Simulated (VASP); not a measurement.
# ZnCu2SnS4 (I-4) in VASP: further runs, part 2 of 2

VASP 6.6.1. The steps go on from the part before.

**5. Single point, PBEsol**

This run uses another cell than the first one, of 16.42 Å³/atom.

Input file INCAR:

```
PREC = Accurate ; ENCUT = 520
EDIFF = 1E-6 ; ISMEAR = -1
SIGMA = 0.05 ; LREAL = False
LASPH = True ; NELM = 80
ALGO = Normal ; ISIF = 2
LWAVE = False ; LCHARG = True
GGA = PS ; LELF = True
LVHAR = True ; NBANDS = 46
```

Input file KPOINTS:

```
regular mesh
0
Gamma
  7 7 7
```

Input file POSCAR:

```
ZnCu2SnS4
1.0
   -2.5396322478      2.5396322478      5.0911123218
    2.5396322478     -2.5396322478      5.0911123218
    2.5396322478      2.5396322478     -5.0911123218
Sn Zn Cu S
1 1 2 4
Direct
    0.5000000000      0.5000000000      0.0000000000
    0.2500000000      0.7500000000      0.5000000000
    0.7500000000      0.2500000000      0.5000000000
    0.0000000000      0.0000000000      0.0000000000
    0.6401857816      0.6315908237      0.5342696997
    0.8940839181      0.3598142184     -0.0085949579
    0.0973211241      0.1059160819      0.4657303003
    0.3684091763      0.9026788759      1.0085949579
```

Potentials or basis: VASP PAW PBE potentials, release 64 (Sn_d, Zn, Cu, S).

Run with:

```console
cat potpaw_PBE.64/Sn_d/POTCAR potpaw_PBE.64/Zn/POTCAR potpaw_PBE.64/Cu/POTCAR potpaw_PBE.64/S/POTCAR > POTCAR
mpirun -np 1 vasp_std > vasp.out
```

OUTCAR:

```text
PREC = Accurate
   ENCUT = 520
   EDIFF = 1E-6
   ISMEAR = -1
   LREAL = False
   LASPH = True
   NELM = 80
   ISIF = 2
   GGA = PS

 ion  position               nearest neighbor table
   1  0.500  0.500  0.000-   8 2.34   7 2.34   5 2.34   6 2.34
   2  0.250  0.750  0.500-   7 2.19   6 2.19   5 2.19   8 2.19
   3  0.750  0.250  0.500-   6 2.14   5 2.14   8 2.14   7 2.14
   4  0.000  0.000  0.000-   7 2.14   8 2.14   5 2.14   6 2.14
   5  0.640  0.632  0.534-   4 2.14   3 2.14   2 2.19   1 2.34
   6  0.894  0.360  0.991-   4 2.14   3 2.14   2 2.19   1 2.34
   7  0.097  0.106  0.466-   4 2.14   3 2.14   2 2.19   1 2.34
   8  0.368  0.903  0.009-   4 2.14   3 2.14   2 2.19   1 2.34

  LATTYP: Found a body centered tetragonal cell.
 ALAT       =     5.0792644956
 C/A-ratio  =     2.0046651739

  Lattice vectors:

 A1 = (  -2.5396322478,   2.5396322478,   5.0911123218)
 A2 = (   2.5396322478,  -2.5396322478,   5.0911123218)
 A3 = (   2.5396322478,   2.5396322478,  -5.0911123218)

Analysis of symmetry for initial positions (statically):
=====================================================================
 Subroutine PRICEL returns:
[... 184 lines left out ...]
 val. band max:        7.1931455612   @ k =   0.0000   0.0000   0.0000
 cond. band min:       7.8266894477   @ k =   0.0000   0.0000   0.0000
 fundamental gap:      0.6335438865
 Fermi energy:         7.5410107375

 k-point     1 :       0.0000    0.0000    0.0000
  band No.  band energies     occupation
      1     -15.3313      2.00000
      2     -15.3249      2.00000
      3     -15.3249      2.00000
      4     -15.1971      2.00000
      5     -15.1896      2.00000
      6      -8.8200      2.00000
[... 1165 lines left out ...]
     45      13.3978      0.00000
     46      13.5353      0.00000

 [... further k-points ...]
[... 5 lines left out ...]
  --------------------------------------------------------------------------------------
  -------------------------------------------------------------------------------------
  Total       16.5037241     16.5037241     16.5264027      0.0000000     -0.0000000      0.0000000
  in kB      201.3159580    201.3159580    201.5925954      0.0000003     -0.0000000      0.0000000
  external PRESSURE =     201.4081705 kB  Pullay stress =       0.0000000 kB

 VOLUME and BASIS-vectors are now :
 -----------------------------------------------------------------------------
  energy-cutoff  :      520.00
  volume of cell :      131.35
      direct lattice vectors                 reciprocal lattice vectors
    -2.539632248  2.539632248  5.091112322     0.000000000  0.196878899  0.098210365
     2.539632248 -2.539632248  5.091112322     0.196878899  0.000000000  0.098210365
     2.539632248  2.539632248 -5.091112322     0.196878899  0.196878899  0.000000000

 POSITION                                       TOTAL-FORCE (eV/Angst)
 -----------------------------------------------------------------------------------
      0.00000      0.00000      5.09111        -0.000000      0.000000     -0.000000
      2.53963      0.00000      2.54556        -0.000000      0.000000     -0.000000
      0.00000      2.53963      2.54556         0.000000      0.000000     -0.000000
      0.00000      0.00000      0.00000         0.000000      0.000000     -0.000000
      1.33502      1.37868      3.75473        -0.027312     -0.031146      0.024740
      1.16096      3.87465      1.33638         0.031146     -0.027312     -0.024740
      1.20461      1.16096     -1.33638         0.027312      0.031146      0.024740
      1.37868     -1.33502      6.42749        -0.031146      0.027312     -0.024740
 -----------------------------------------------------------------------------------
    total drift:                               -0.000018     -0.000018     -0.000013

  FREE ENERGIE OF THE ION-ELECTRON SYSTEM (eV)
  ---------------------------------------------------
  free  energy   TOTEN  =       -34.5160091478 eV

  energy  without entropy=      -34.5159936980  energy(sigma->0) =      -34.51600142
```

stdout:

```text
POSCAR found type information on POSCAR SnZnCuS
 POSCAR found :  4 types and       8 ions
 scaLAPACK will be used
 -----------------------------------------------------------------------------
|                                                                             |
|                                                                             |
|     You enforced a specific xc type in the INCAR file but a different       |
|     I HOPE YOU KNOW WHAT YOU ARE DOING!                                     |
|                                                                             |
 -----------------------------------------------------------------------------

 LDA part: xc-table for (Slater+PW92), standard interpolation
 POSCAR, INCAR and KPOINTS ok, starting setup
 FFT: planning ... GRIDC
 FFT: planning ... GRID_SOFT
 FFT: planning ... GRID
 WAVECAR not read
 entering main loop
```

It took 7.6 min on 1 thread of Intel Xeon Platinum 8259CL at 2.50GHz (Skylake/Cascade Lake), shared host; peak memory 0.52 GiB.

What came out:

| Quantity | Value |
| --- | --- |
| Free energy | -34.5160 eV |
| Pressure | 20.1 GPa |
| Largest force | 0.048 eV/Å |
| Band gap on the k mesh | 0.63 eV |

Forces in eV/Å, atoms in the order of the input:
```
Sn   0.000  0.000  0.000
Zn   0.000  0.000  0.000
Cu   0.000  0.000  0.000
Cu   0.000  0.000  0.000
S   -0.027 -0.031  0.025
S    0.031 -0.027 -0.025
S    0.027  0.031  0.025
S   -0.031  0.027 -0.025
```

Levels at points of the mesh, in eV from the valence-band top:
| k point | band 34 | band 35 | band 36 | band 37 | band 38 | band 39 |
| --- | --- | --- | --- | --- | --- | --- |
| (0.00, 0.00, 0.00) | -0.03 | -0.03 | 0.00 | 0.63 | 1.56 | 2.82 |

Caveat: the cell stands under pressure; semilocal functionals underestimate gaps, and a narrow one can read as zero; the PAW data sets were made with another functional, which shifts forces and pressure a little; spin-orbit coupling is left out, which moves the levels of the heavy elements. A k mesh can miss the band edges.

**6. Summary**

```csv
level,cell,gap on the mesh (eV),pressure (GPa),largest force (eV/Å)
PBEsol+D3(BJ),"a = 6.527 Å, angles 131.8, 131.8, 70.5°, 8 atoms, atomic positions A",0.20,-0.3,0.04
PBEsol,"a = 6.582 Å, angles 131.8, 131.8, 70.5°, 8 atoms, atomic positions B",0.13,0.2,0.04
PBEsol,"a = 6.126 Å, angles 132.0, 132.0, 70.2°, 8 atoms, atomic positions C",0.80,30.1,0.05
PBEsol,"a = 6.230 Å, angles 131.9, 131.9, 70.4°, 8 atoms, atomic positions D",0.63,20.1,0.05
```

Alike in all rows: task single point; potentials or basis VASP PAW PBE potentials, release 64 (Sn_d, Zn, Cu, S); no spin polarisation; k mesh 7 × 7 × 7; cutoff (eV) 520; smearing fermi-dirac 0.05 eV.

Caveats: the PAW data sets were made with another functional, which shifts forces and pressure a little; spin-orbit coupling is left out, which moves the levels of the heavy elements; semilocal functionals underestimate gaps, and a narrow one can read as zero (at least some runs); the cell stands under pressure (at least some runs); three body term missing (at least some runs).

Absolute energies hang on the potentials; compare differences alone.
